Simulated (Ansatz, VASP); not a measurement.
**One calculation of Al, two programs**

File POSCAR:

```
Al
1.0
    0.0000000000      2.0112152952      2.0112152952
    2.0112152952      0.0000000000      2.0112152952
    2.0112152952      2.0112152952      0.0000000000
Al
1
Direct
    0.0000000000      0.0000000000      0.0000000000
```

INCAR.step1

```
PREC = Accurate
ENCUT = 520
EDIFF = 1E-5
ISMEAR = -1
SIGMA = 0.05
LREAL = F
LASPH = T
NELM = 80
ALGO = Normal
ISIF = 2
LWAVE = T
NBANDS = 8
GGA = PE
```

INCAR.step2

```
PREC = Accurate
ENCUT = 520
EDIFF = 1E-6
ISMEAR = -1
SIGMA = 0.05
LREAL = F
LASPH = T
NELM = 80
ALGO = Normal
ISIF = 2
LWAVE = F
LCHARG = T
GGA = PE
LHFCALC = T
HFSCREEN = 0.2079
PRECFOCK = Normal
LELF = T
LVHAR = T
NBANDS = 8
ISTART = 1
```

Contents of KPOINTS:

```
Automatic mesh
0
Gamma
  6 6 6
```

input

```
crystal:
  lattice:
    - [0.0, 2.0112152952, 2.0112152952]
    - [2.0112152952, 0.0, 2.0112152952]
    - [2.0112152952, 2.0112152952, 0.0]
  atoms:
    - { symbol: Al, position: [0.0, 0.0, 0.0] }
hamiltonian:
  xc: hse06
  pseudopotentials: { kind: paw }
kpoints:
  mp_grid: { grid: [6, 6, 6] }
scf:
  occupations: { method: fermi_dirac, width: 0.05 }
output:
  forces: true
  stress: true
  eigenvalues: true
```

Alike in both runs: task single point; functional HSE06; k mesh 6 × 6 × 6; occupations fermi-dirac, width 0.05 eV; no spin polarisation.

|  | VASP | Ansatz |
| --- | --- | --- |
| version | VASP 6.6.1 | Ansatz 0.2.0 |
| potentials or method | VASP PAW PBE potentials, release 64 (Al) | Ansatz PAW |
| plane-wave cutoff (eV) | 520 | 420 |
| valence electrons in the cell | 3 | 3 |

```csv
,VASP,Ansatz,Ansatz less VASP
gap on the k mesh at the Fermi level (eV),none,none,-
pressure (GPa),0.7,0.6,-0.06
```

A gap of «none» marks a metal or a gap that the smearing closes. The functional is the same, so the differences come from potentials, cutoffs and numerics.

The k mesh is coarse, so the values compare programs but aren't converged.
